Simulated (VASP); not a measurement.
HfBBr2, 4 atoms in the cell. Symmetry: P-3m1, No. 164, trigonal system. The conventional cell has a = 4.812 Å, b = 4.812 Å, c = 4.683 Å, α = 90.00°, β = 90.00°, γ = 120.00°. Hf (site symmetry -3m) has 2 B at 2.34 Å and 6 Br at 2.91 Å within 3.1 Å. B (site symmetry -3m) has 2 Hf at 2.34 Å within 3.1 Å. Br (site symmetry 3m) has 3 Hf at 2.91 Å and 3 B at 3.14 Å and 3 Br at 3.29 Å within 3.8 Å. 

```yaml
Program: VASP 6.6.1
Task: single point
Functional: PBE
Potentials_or_basis: VASP PAW PBE potentials, release 64 (Hf_pv, B, Br)
Cutoff: 520 eV
k_mesh: 6 × 6 × 4
Occupations: gaussian, width 0.1 eV
Spin: no spin polarisation
Dipole_correction: no
Further_INCAR_settings: ALGO = Normal; EDIFF = 1e-06; NBANDS = 22
```

Potentials or basis: VASP PAW PBE potentials, release 64 (Hf_pv, B, Br).

Command:

```bash
$ cat potpaw_PBE.64/Hf_pv/POTCAR potpaw_PBE.64/B/POTCAR potpaw_PBE.64/Br/POTCAR > POTCAR
$ mpirun -np 1 vasp_std > vasp.out
```

Hardware: 1 thread of Intel Xeon 6975P-C (shared host).

Q: How long does it take, and how much memory?

A: Wall time 33 s on 1 thread of Intel Xeon 6975P-C, with other jobs on the host, peak memory 0.23 GiB. Counts: scf iterations 14, k points 24.
